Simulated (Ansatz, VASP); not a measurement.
**Two plane-wave programs on Zn**

The input INCAR:

```
SYSTEM = Zn
PREC = Accurate ; ENCUT = 520
EDIFF = 1E-6 ; ISMEAR = -1
SIGMA = 0.05 ; LREAL = .FALSE.
LASPH = .TRUE. ; NELM = 60
ALGO = Normal ; ISIF = 2
LWAVE = .FALSE. ; LCHARG = .FALSE.
GGA = PE ; NBANDS = 12
```

KPOINTS

```
regular mesh
0
G
  19 19 19
  0 0 0
```

Contents of POSCAR:

```
Zn
1.0
    0.0000000000      1.7594507733      1.7594507733
    1.7594507733      0.0000000000      1.7594507733
    1.7594507733      1.7594507733      0.0000000000
Zn
1
Direct
    0.0000000000      0.0000000000      0.0000000000
```

Input for Ansatz:

```yaml
crystal:
  lattice:
    - [0.0, 1.7594507733, 1.7594507733]
    - [1.7594507733, 0.0, 1.7594507733]
    - [1.7594507733, 1.7594507733, 0.0]
  atoms:
    - { symbol: Zn, position: [0.0, 0.0, 0.0] }
kpoints:
  mp_grid: { grid: [19, 19, 19] }
scf:
  occupations: { method: fermi_dirac, width: 0.05 }
hamiltonian:
  xc: pbe
  pseudopotentials: { kind: paw }
output:
  forces: true
  stress: true
  eigenvalues: true
  write_density: true
  write_potential: true
  elf: true
  volumetric_format: npy
```

Change from the starting cell: volume scaled by 0.718, to set the pressure.

Alike in both runs: task single point; functional PBE; k mesh 19 × 19 × 19; occupations fermi-dirac, width 0.05 eV; no spin polarisation.

|  | VASP | Ansatz |
| --- | --- | --- |
| version | VASP 6.6.1 | Ansatz 0.2.0 |
| potentials or method | VASP PAW PBE potentials, release 64 (Zn) | PAW with Ansatz's default frozen-core files, scalar-relativistic |
| plane-wave cutoff (eV) | 520 | 420 |
| valence electrons in the cell | 12 | 12 |

VASP gave:

| Property | Result |
| --- | --- |
| pressure (GPa) | 55.0 |

Q: What did Ansatz give for the same quantities?

A: Pressure (GPa): 53.8.

Both programs put the cell under a high pressure, so it lies far from rest at this level.
